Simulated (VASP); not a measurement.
Input of a VASP 6.6.1 run:

Contents of INCAR:

```
PREC = Accurate ; ENCUT = 750
EDIFF = 1E-8 ; ISMEAR = 0
SIGMA = 0.01 ; LREAL = False
LASPH = True ; NELM = 120
ALGO = Normal ; ISIF = 3
LWAVE = False ; LCHARG = False
GGA = PS ; NBANDS = 13
IBRION = 6 ; NFREE = 2
POTIM = 0.015 ; NSW = 1
GGA_COMPAT = False
```

The input KPOINTS:

```
Automatic mesh
0
Gamma
  6 6 6
```

Contents of POSCAR:

```
Li2Se
1.0
    0.0000000000      2.9723761877      2.9723761877
    2.9723761877      0.0000000000      2.9723761877
    2.9723761877      2.9723761877      0.0000000000
Li Se
2 1
Direct
    0.2500000000      0.2500000000      0.2500000000
    0.7500000000      0.7500000000      0.7500000000
    0.0000000000      0.0000000000      0.0000000000
```

Potentials or basis: VASP PAW PBE potentials, release 64 (Li_sv, Se).

Command:

```bash
$ cat potpaw_PBE.64/Li_sv/POTCAR potpaw_PBE.64/Se/POTCAR > POTCAR
$ mpirun -np 1 vasp_std > vasp.out
```

Q: What does it give for the elastic constants C11, C12, C44?

A: 69, 19, 29 GPa.

Q: Predict the Voigt bulk modulus.

A: 36 GPa.

Q: Predict the highest phonon frequency at Γ, LO-TO splitting left out.

A: 351 cm⁻¹.

Elastic tensor in Voigt notation (GPa, in the Cartesian axes of the cell as first typed):
```
69 19 19  0  0  0
19 69 19  0  0  0
19 19 69  0  0  0
 0  0  0 29  0  0
 0  0  0  0 29  0
 0  0  0  0  0 29
```

Caveat: the PAW data sets were made with another functional, which shifts forces and pressure a little.
